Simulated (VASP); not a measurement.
In, 1 atom in the cell. The structure is tetragonal, space group I4/mmm (No. 139). Conventional cell: a = 4.909 Å, b = 4.909 Å, c = 9.953 Å, α = 90.00°, β = 90.00°, γ = 90.00°.  This cell differs from its parent crystal: atoms taken out.

```yaml
Program: VASP 6.6.1
Task: single point
Functional: PBE
Potentials_or_basis: VASP PAW PBE potentials, release 64 (In_d)
Cutoff: 500 eV
k_mesh: 6 × 6 × 6
Occupations: gaussian, width 0.1 eV
Spin: no spin polarisation
Dipole_correction: no
Further_INCAR_settings: ALGO = Normal; EDIFF = 1e-06; NBANDS = 12
```

Potentials or basis: VASP PAW PBE potentials, release 64 (In_d).

The run is started by

```sh
$ cat potpaw_PBE.64/In_d/POTCAR > POTCAR
$ mpirun -np 1 vasp_std > vasp.out
```

Hardware: 1 thread of Intel Xeon 8259CL (shared host).

How long does it take, and how much memory?

Run time: 87 s on 1 thread of Intel Xeon 8259CL, with other jobs on the host, peak memory 0.32 GiB. Counts: scf iterations 13, k points 30.
